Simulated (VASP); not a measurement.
# Hf (Fd-3m) in VASP: a series of runs

Runs on Hf. Level: r2SCAN. Tasks: single point, relaxation of cell and atoms.

Program: VASP 6.6.1. These are calculated values, not measurements. Logs are shortened: lines on timing, memory, paths and dates and some standing lists are left out, and cuts for length are marked.

## Step 1: The cell of the first run

It takes space group Fd-3m (No. 227, cubic). Conventional cell: a = 5.882 Å, b = 5.882 Å, c = 5.882 Å, α = 90.00°, β = 90.00°, γ = 90.00°. Hf (site symmetry -43m) has 4 Hf at 2.55 Å within 3.4 Å.

## Step 2: Single point, r2SCAN

Input file POSCAR:

```
Hf
1.0
    0.0000000000      2.9408856234      2.9408856234
    2.9408856234      0.0000000000      2.9408856234
    2.9408856234      2.9408856234      0.0000000000
Hf
2
Direct
    0.5000000000      0.5000000000      0.5000000000
    0.7500000000      0.7500000000      0.7500000000
```

Input file INCAR.step1:

```
ALGO = Normal
EDIFF = 1E-4
ENCUT = 520
GGA = PE
ISMEAR = 0
LASPH = T
LCHARG = F
LREAL = F
LWAVE = T
NBANDS = 17
NELM = 100
PREC = Accurate
SIGMA = 0.1
```

Input file INCAR.step2:

```
ALGO = Normal
EDIFF = 1E-6
ENCUT = 520
ISIF = 2
ISMEAR = 0
ISTART = 1
LASPH = T
LCHARG = F
LMIXTAU = T
LREAL = F
LWAVE = F
METAGGA = R2SCAN
NBANDS = 17
NELM = 100
PREC = Accurate
SIGMA = 0.1
```

Input file KPOINTS:

```
k-points
0
Gamma
  6 6 6
```

Potentials or basis: VASP PAW PBE potentials, release 64 (Hf_pv).

The run is started by

```
$ cat potpaw_PBE.64/Hf_pv/POTCAR > POTCAR
$ cp INCAR.step1 INCAR
$ mpirun -np 1 vasp_std > vasp.out
$ cp INCAR.step2 INCAR
$ mpirun -np 1 vasp_std > vasp.out
```

OUTCAR:

```text
EDIFF = 1E-6
   ENCUT = 520
   ISIF = 2
   ISMEAR = 0
   ISTART = 1
   LASPH = T
   LREAL = F
   METAGGA = R2SCAN
   NELM = 100
   PREC = Accurate

 ion  position               nearest neighbor table
   1  0.500  0.500  0.500-   2 2.55   2 2.55   2 2.55   2 2.55
   2  0.750  0.750  0.750-   1 2.55   1 2.55   1 2.55   1 2.55

  LATTYP: Found a face centered cubic cell.
 ALAT       =     5.8817712468

  Lattice vectors:

 A1 = (   0.0000000000,   2.9408856234,   2.9408856234)
 A2 = (   2.9408856234,   0.0000000000,   2.9408856234)
 A3 = (   2.9408856234,   2.9408856234,   0.0000000000)

Analysis of symmetry for initial positions (statically):
=====================================================================
 Subroutine PRICEL returns:
 Original cell was already a primitive cell.

 Routine SETGRP: Setting up the symmetry group for a
 face centered cubic supercell.

 Subroutine GETGRP returns: Found 48 space group operations
 (whereof 24 operations were pure point group operations)
 out of a pool of 48 trial point group operations.

The static configuration has the point symmetry T_d .
 The point group associated with its full space group is O_h .

Analysis of symmetry for dynamics (positions and initial velocities):
=====================================================================
 Subroutine PRICEL returns:
 Original cell was already a primitive cell.

 Routine SETGRP: Setting up the symmetry group for a
 face centered cubic supercell.

 Subroutine GETGRP returns: Found 48 space group operations
 (whereof 24 operations were pure point group operations)
 out of a pool of 48 trial point group operations.

The dynamic configuration has the point symmetry T_d .
 The point group associated with its full space group is O_h .

 Subroutine INISYM returns: Found 48 space group operations
 (whereof 24 operations are pure point group operations),
 and found     1 'primitive' translations

----------------------------------------------------------------------------------------

                                     Primitive cell

  volume of cell :      50.8703

  direct lattice vectors                    reciprocal lattice vectors
     0.000000000  2.940885623  2.940885623    -0.170016813  0.170016813  0.170016813
     2.940885623  0.000000000  2.940885623     0.170016813 -0.170016813  0.170016813
     2.940885623  2.940885623  0.000000000     0.170016813  0.170016813 -0.170016813

  length of vectors
     4.159040334  4.159040334  4.159040334     0.294477758  0.294477758  0.294477758

  position of ions in fractional coordinates (direct lattice)
     0.500000000  0.500000000  0.500000000
     0.750000000  0.750000000  0.750000000

  ion indices of the primitive-cell ions
   primitive index   ion index
                 1           1
                 2           2

----------------------------------------------------------------------------------------

 KPOINTS: k-points

Automatic generation of k-mesh.
 Grid dimensions read from file:
 generate k-points for:    6    6    6

 Generating k-lattice:

  Cartesian coordinates                     Fractional coordinates (reciprocal lattice)
    -0.028336135  0.028336135  0.028336135     0.166666667  0.000000000  0.000000000
     0.028336135 -0.028336135  0.028336135     0.000000000  0.166666667  0.000000000
     0.028336135  0.028336135 -0.028336135     0.000000000  0.000000000  0.166666667

  Length of vectors
     0.049079626  0.049079626  0.049079626

  Shift w.r.t. Gamma in fractional coordinates (k-lattice)
     0.000000000  0.000000000  0.000000000

 Subroutine IBZKPT returns following result:
 ===========================================

 Found     16 irreducible k-points:

 Following reciprocal coordinates:
            Coordinates               Weight
  0.000000  0.000000  0.000000      1.000000
  0.166667  0.000000  0.000000      8.000000
  0.333333  0.000000  0.000000      8.000000
  0.500000  0.000000  0.000000      4.000000
  0.166667  0.166667  0.000000      6.000000
  0.333333  0.166667  0.000000     24.000000
[... 8 lines left out ...]
 -0.333333  0.333333  0.166667     24.000000
 -0.333333  0.500000  0.166667     12.000000
   k-points           NKPTS =     16   k-points in BZ     NKDIM =     16   number of bands    NBANDS=     17
   number of dos      NEDOS =    301   number of ions     NIONS =      2
   total plane-waves  NPLWV =  32768
   dimension x,y,z NGX =    32 NGY =   32 NGZ =   32
   dimension x,y,z NGXF=    64 NGYF=   64 NGZF=   64
   ions per type =               2
   NGX,Y,Z   is equivalent  to a cutoff of  12.79, 12.79, 12.79 a.u.
   NGXF,Y,Z  is equivalent  to a cutoff of  25.58, 25.58, 25.58 a.u.
 SYSTEM =  unknown system
   PREC   = accura    normal or accurate (medium, high low for compatibility)
   ISTART =      1    job   : 0-new  1-cont  2-samecut
   ICHARG =      0    charge: 1-file 2-atom 10-const
   ISPIN  =      1    spin polarized calculation?
   LNONCOLLINEAR =      F non collinear calculations
   LSORBIT =      F    spin-orbit coupling
   LASPH  =      T    aspherical Exc in radial PAW
   ENCUT  =  520.0 eV  38.22 Ry    6.18 a.u.   7.73  7.73  7.73*2*pi/ulx,y,z
   NELM   =    100;   NELMIN=  2; NELMDL=  0     # of ELM steps
   EDIFF  = 0.1E-05   stopping-criterion for ELM
   LREAL  =      F    real-space projection
   EDIFFG = 0.1E-04   stopping-criterion for IOM
   NSW    =      0    number of steps for IOM
   IBRION =     -1    ionic relax: 0-MD 1-quasi-New 2-CG
   NFREE  =      0    steps in history (QN), initial steepest desc. (CG)
   ISIF   =      2    stress and relaxation
   ISYM   =      2    0-nonsym 1-usesym 2-fastsym
   POTIM  = 0.5000    time-step for ionic-motion
   TEBEG  =    0.0;   TEEND  =   0.0 temperature during run
   PSTRESS=    0.0 pullay stress
   NELECT =      20.0000    total number of electrons
   NUPDOWN=      -1.0000    fix difference up-down
   EMIN   =  10.00;   EMAX   =-10.00  energy-range for DOS
   EFERMI =   0.00;   METHOD = LEGACY
   ISMEAR =     0;   SIGMA  =   0.10  broadening in eV -4-tet -1-fermi 0-gaus
   EFERMI_NEDOS =   21; number of points for ismear=-14 and -15
   IALGO  =     38    algorithm
   IMIX   =      4    mixing-type and parameters
     AMIX     =   0.40;   BMIX     =  1.00
     AMIX_MAG =   1.60;   BMIX_MAG =  1.00
[... 49 lines left out ...]
      2     -29.0917      2.00000
      3     -29.0521      2.00000
      4     -27.7095      2.00000
      5     -27.6580      2.00000
      6     -27.6580      2.00000
[... 9 lines left out ...]
     16      10.9399      0.00000
     17      10.9399      0.00000

 k-point     3 :       0.3333    0.0000    0.0000
  band No.  band energies     occupation
      1     -29.1729      2.00000
      2     -29.1729      2.00000
      3     -29.0671      2.00000
      4     -27.7066      2.00000
      5     -27.5665      2.00000
      6     -27.5665      2.00000
[... 9 lines left out ...]
     16      10.3406      0.00000
     17      10.3406      0.00000

 k-point     4 :       0.5000    0.0000    0.0000
  band No.  band energies     occupation
      1     -29.2101      2.00000
      2     -29.2101      2.00000
      3     -29.0769      2.00000
      4     -27.7021      2.00000
      5     -27.5241      2.00000
      6     -27.5241      2.00000
[... 9 lines left out ...]
     16       9.3875      0.00000
     17       9.6534      0.00000

 k-point     5 :       0.1667    0.1667    0.0000
  band No.  band energies     occupation
      1     -29.1437      2.00000
      2     -29.1437      2.00000
      3     -28.9623      2.00000
      4     -27.8089      2.00000
      5     -27.6006      2.00000
      6     -27.6006      2.00000
[... 9 lines left out ...]
     16      10.1296      0.00000
     17      11.3748      0.00000

 k-point     6 :       0.3333    0.1667    0.0000
  band No.  band energies     occupation
      1     -29.2420      2.00000
      2     -29.2240      2.00000
      3     -28.8957      2.00000
      4     -27.8837      2.00000
      5     -27.5098      2.00000
      6     -27.4973      2.00000
[... 9 lines left out ...]
     16       9.2564      0.00000
     17      11.1001      0.00000

 k-point     7 :       0.5000    0.1667    0.0000
  band No.  band energies     occupation
      1     -29.3289      2.00000
      2     -29.2547      2.00000
      3     -28.8657      2.00000
      4     -27.9108      2.00000
      5     -27.4740      2.00000
      6     -27.4116      2.00000
[... 9 lines left out ...]
     16       9.3698      0.00000
     17       9.8051      0.00000

 k-point     8 :      -0.3333    0.1667    0.0000
  band No.  band energies     occupation
      1     -29.3287      2.00000
      2     -29.2104      2.00000
      3     -28.8992      2.00000
      4     -27.8730      2.00000
      5     -27.5236      2.00000
      6     -27.4125      2.00000
[... 9 lines left out ...]
     16       8.4545      0.00000
     17      10.5355      0.00000

 k-point     9 :      -0.1667    0.1667    0.0000
  band No.  band energies     occupation
      1     -29.2270      2.00000
      2     -29.1285      2.00000
      3     -28.9808      2.00000
      4     -27.7869      2.00000
      5     -27.6160      2.00000
      6     -27.5162      2.00000
[... 9 lines left out ...]
     16       9.7157      0.00000
     17      11.3425      0.00000

 k-point    10 :       0.3333    0.3333    0.0000
  band No.  band energies     occupation
      1     -29.3052      2.00000
      2     -29.3052      2.00000
      3     -28.7304      2.00000
      4     -28.0715      2.00000
      5     -27.4177      2.00000
      6     -27.4177      2.00000
[... 9 lines left out ...]
     16       7.9464      0.00000
     17      11.2008      0.00000

 k-point    11 :       0.5000    0.3333    0.0000
  band No.  band energies     occupation
      1     -29.3798      2.00000
      2     -29.3371      2.00000
      3     -28.6008      2.00000
      4     -28.1987      2.00000
      5     -27.3806      2.00000
      6     -27.3455      2.00000
[... 9 lines left out ...]
     16       8.7029      0.00000
     17      10.1417      0.00000

 k-point    12 :      -0.3333    0.3333    0.0000
  band No.  band energies     occupation
      1     -29.4119      2.00000
      2     -29.2929      2.00000
      3     -28.6686      2.00000
      4     -28.1136      2.00000
      5     -27.4304      2.00000
      6     -27.3248      2.00000
[... 9 lines left out ...]
     16       8.2482      0.00000
     17      10.1987      0.00000

 k-point    13 :       0.5000    0.5000    0.0000
  band No.  band energies     occupation
      1     -29.3754      2.00000
      2     -29.3754      2.00000
      3     -28.4082      2.00000
      4     -28.4082      2.00000
      5     -27.3367      2.00000
      6     -27.3367      2.00000
[... 9 lines left out ...]
     16       8.3138      0.00000
     17      10.0681      0.00000

 k-point    14 :       0.5000    0.3333    0.1667
  band No.  band energies     occupation
      1     -29.3546      2.00000
      2     -29.2769      2.00000
      3     -28.7523      2.00000
      4     -28.0311      2.00000
      5     -27.4517      2.00000
      6     -27.3792      2.00000
[... 9 lines left out ...]
     16       7.9753      0.00000
     17      10.9371      0.00000

 k-point    15 :      -0.3333    0.3333    0.1667
  band No.  band energies     occupation
      1     -29.3967      2.00000
      2     -29.3139      2.00000
      3     -28.6550      2.00000
      4     -28.1259      2.00000
      5     -27.4120      2.00000
      6     -27.3386      2.00000
[... 9 lines left out ...]
     16       8.9625      0.00000
     17       9.8722      0.00000

 k-point    16 :      -0.3333    0.5000    0.1667
  band No.  band energies     occupation
      1     -29.3817      2.00000
      2     -29.3817      2.00000
      3     -28.3964      2.00000
      4     -28.3964      2.00000
      5     -27.3422      2.00000
      6     -27.3422      2.00000
[... 9 lines left out ...]
     16       8.7099      0.00000
     17       9.7663      0.00000

------------------------ aborting loop because EDIFF is reached ----------------------------------------

  FORCE on cell =-STRESS in cart. coord.  units (eV):
  Direction    XX          YY          ZZ          XY          YZ          ZX
  --------------------------------------------------------------------------------------
  -------------------------------------------------------------------------------------
  Total        3.2357215      3.2357215      3.2357215     -0.0000000      0.0000000      0.0000000
  in kB      101.9101219    101.9101219    101.9101219     -0.0000000      0.0000000      0.0000000
  external PRESSURE =     101.9101219 kB  Pullay stress =       0.0000000 kB

 VOLUME and BASIS-vectors are now :
 -----------------------------------------------------------------------------
  energy-cutoff  :      520.00
  volume of cell :       50.87
      direct lattice vectors                 reciprocal lattice vectors
     0.000000000  2.940885623  2.940885623    -0.170016813  0.170016813  0.170016813
     2.940885623  0.000000000  2.940885623     0.170016813 -0.170016813  0.170016813
     2.940885623  2.940885623  0.000000000     0.170016813  0.170016813 -0.170016813

 POSITION                                       TOTAL-FORCE (eV/Angst)
 -----------------------------------------------------------------------------------
      2.94089      2.94089      2.94089        -0.000000     -0.000000     -0.000000
      4.41133      4.41133      4.41133         0.000000      0.000000      0.000000
 -----------------------------------------------------------------------------------
    total drift:                               -0.000000     -0.000000      0.000000

  FREE ENERGIE OF THE ION-ELECTRON SYSTEM (eV)
  ---------------------------------------------------
  free  energy   TOTEN  =       -83.9259478717 eV

  energy  without entropy=      -83.9167034556  energy(sigma->0) =      -83.92132566
```

Wall time 38 s (1 thread of Intel Xeon 6975P-C (Granite Rapids), shared host); peak memory 0.18 GiB.

What came out:

- Free energy: -83.9259 eV
- Pressure: 10.2 GPa
- Band gap on the k mesh: zero (band 10 reaches 3.66 eV, above the bottom of band 11 at 3.37 eV)

Caveat: the PAW data sets were made with another functional, which shifts forces and pressure a little; spin-orbit coupling is left out, which moves the levels of the heavy elements.

## Step 3: Single point, r2SCAN

This run uses another cell than the first one, of 34.79 Å³/atom, 1.368 times its volume.

Input file POSCAR:

```
Hf
1.0
    0.0000000000      3.2643869961      3.2643869961
    3.2643869961      0.0000000000      3.2643869961
    3.2643869961      3.2643869961      0.0000000000
Hf
2
Direct
    0.5000000000      0.5000000000      0.5000000000
    0.7500000000      0.7500000000      0.7500000000
```

Input file INCAR.step1:

```
SYSTEM = Hf
ALGO = Normal
EDIFF = 1E-4
ENCUT = 520
GGA = PE
ISMEAR = 0
LASPH = .TRUE.
LCHARG = .FALSE.
LREAL = .FALSE.
LWAVE = .TRUE.
NBANDS = 17
NELM = 100
PREC = Accurate
SIGMA = 0.1
```

Input file INCAR.step2:

```
SYSTEM = Hf
ALGO = Normal
EDIFF = 1E-6
ENCUT = 520
ISIF = 2
ISMEAR = 0
ISTART = 1
LASPH = .TRUE.
LCHARG = .TRUE.
LELF = .TRUE.
LMIXTAU = .TRUE.
LREAL = .FALSE.
LVHAR = .TRUE.
LWAVE = .FALSE.
METAGGA = R2SCAN
NBANDS = 17
NELM = 100
PREC = Accurate
SIGMA = 0.1
```

Input file KPOINTS:

```
k-points
0
G
  6 6 6
  0 0 0
```

Potentials or basis: VASP PAW PBE potentials, release 64 (Hf_pv).

The run is started by

```
$ cat potpaw_PBE.64/Hf_pv/POTCAR > POTCAR
$ cp INCAR.step1 INCAR
$ mpirun -np 1 vasp_std > vasp.out
$ cp INCAR.step2 INCAR
$ mpirun -np 1 vasp_std > vasp.out
```

It took 64 s on 1 thread of Intel Xeon 6975P-C (Granite Rapids), shared host; peak memory 0.2 GiB.

The run converged. Its results:

```
Free energy            : -84.3096 eV
Pressure               : -0.2 GPa
Band gap on the k mesh : zero (band 10 reaches 1.89 eV, above the bottom of band 11 at 1.30 eV)
```

Levels at points of the mesh, in eV from the Fermi level:
```
           k point  band 6  band 7  band 8  band 9  band 10  band 11  band 12  band 13  band 14  band 15
(0.00, 0.00, 0.00)  -31.55   -5.42   -0.29   -0.29     0.10     0.10     0.10     2.16     2.16     2.16
(0.50, 0.00, 0.00)  -31.48   -3.17   -0.99   -0.28    -0.28    -0.05     0.21     0.21     3.18     3.18
(0.50, 0.50, 0.00)  -31.41   -1.37   -1.37   -1.25    -1.25     0.36     0.36     2.28     2.28     3.48
```

Caveat: the PAW data sets were made with another functional, which shifts forces and pressure a little; spin-orbit coupling is left out, which moves the levels of the heavy elements.

## Step 4: Relaxation of cell and atoms, r2SCAN

Input file POSCAR:

```
Hf
1.0
    0.0000000000      2.9408856234      2.9408856234
    2.9408856234      0.0000000000      2.9408856234
    2.9408856234      2.9408856234      0.0000000000
Hf
2
Direct
    0.5000000000      0.5000000000      0.5000000000
    0.7500000000      0.7500000000      0.7500000000
```

Input file INCAR.step1:

```
SYSTEM = Hf
  ALGO = Normal
  EDIFF = 1E-4
  ENCUT = 600
  GGA = PE
  ISMEAR = 0
  LASPH = .TRUE.
  LCHARG = .FALSE.
  LREAL = .FALSE.
  LWAVE = .TRUE.
  NELM = 80
  PREC = Accurate
  SIGMA = 0.1
```

Input file INCAR.step2:

```
SYSTEM = Hf
  ALGO = Normal
  EDIFF = 1E-6
  EDIFFG = -0.04
  ENCUT = 600
  IBRION = 2
  ISIF = 3
  ISMEAR = 0
  ISTART = 1
  LASPH = .TRUE.
  LCHARG = .FALSE.
  LMIXTAU = .TRUE.
  LREAL = .FALSE.
  LWAVE = .FALSE.
  METAGGA = R2SCAN
  NELM = 80
  NSW = 90
  PREC = Accurate
  SIGMA = 0.1
```

KPOINTS is that of step 3.

The run is started by

```
$ cat potpaw_PBE.64/Hf_pv/POTCAR > POTCAR
$ cp INCAR.step1 INCAR
$ mpirun -np 1 vasp_std > vasp.out
$ cp INCAR.step2 INCAR
$ mpirun -np 1 vasp_std > vasp.out
```

Wall time 4 min (1 thread of Intel Xeon 6975P-C (Granite Rapids), shared host); peak memory 0.22 GiB.

Results (log left out):

| Property | Result |
| --- | --- |
| Free energy | -84.3086 eV |
| Relaxed volume | 34.59 Å³/atom |
| Relaxed cell | a = 4.608 Å, b = 4.608 Å, c = 4.608 Å, α = 60.00°, β = 60.00°, γ = 60.00° |
| Space group after relaxing (to 0.05 Å) | Fd-3m (No. 227) |
| Energy gained by relaxing | 191.2 meV/atom |
| Ionic steps | 5 |
| Pressure after relaxing | 0.0 GPa |
| Band gap on the k mesh | zero (band 10 reaches 1.92 eV, above the bottom of band 11 at 1.32 eV) |

The path:
| step | energy change (eV) | largest force (eV/Å) | pressure (GPa) | volume (Å³) |
| --- | --- | --- | --- | --- |
| 1 | 0.0000 | 0.0000 | 10.18 | 50.87 |
| 2 | -0.3461 | 0.0000 | 1.85 | 63.72 |
| 3 | -0.3798 | 0.0000 | 0.58 | 67.89 |
| 4 | -0.3814 | 0.0000 | -0.36 | 70.02 |
| 5 | -0.3823 | 0.0000 | 0.02 | 69.18 |

Final structure:
```xyz
2
Lattice="0.0000 3.2582 3.2582 3.2582 0.0000 3.2582 3.2582 3.2582 0.0000" Properties=species:S:1:pos:R:3 pbc="T T T"
Hf    3.2582    3.2582    3.2582
Hf    4.8874    4.8874    4.8874
```

Levels at points of the mesh, in eV from the Fermi level:
| k point | band 7 | band 8 | band 9 | band 10 | band 11 | band 12 | band 13 | band 14 |
| --- | --- | --- | --- | --- | --- | --- | --- | --- |
| (0.00, 0.00, 0.00) | -5.43 | -0.30 | -0.30 | 0.11 | 0.11 | 0.11 | 2.17 | 2.17 |
| (0.50, 0.00, 0.00) | -3.17 | -1.00 | -0.29 | -0.29 | -0.04 | 0.21 | 0.21 | 3.19 |
| (0.50, 0.50, 0.00) | -1.38 | -1.38 | -1.25 | -1.25 | 0.36 | 0.36 | 2.28 | 2.28 |

Caveat: the volume moved by over 15 % at a fixed basis, so the end points are rough; the PAW data sets were made with another functional, which shifts forces and pressure a little; spin-orbit coupling is left out, which moves the levels of the heavy elements.

## Step 5: The runs side by side

```tsv
task	cell	cutoff (eV)	gap on the mesh (eV)	pressure (GPa)
single point	a = 4.159 Å, angles 60.0°, 2 atoms	520	none	10.2
single point	a = 4.617 Å, angles 60.0°, 2 atoms	520	none	-0.2
relaxation of cell and atoms	relaxed from a = 4.159 Å, angles 60.0°, 2 atoms	600	none	0.0
```

Alike in all rows: level r2SCAN; potentials or basis VASP PAW PBE potentials, release 64 (Hf_pv); no spin polarisation; k mesh 6 × 6 × 6; smearing gaussian 0.1 eV.

Caveats: the PAW data sets were made with another functional, which shifts forces and pressure a little; spin-orbit coupling is left out, which moves the levels of the heavy elements; the volume moved by over 15 % at a fixed basis, so the end points are rough (some runs).

Total energies depend on the potentials used, so only differences within one code and one set of settings carry meaning.
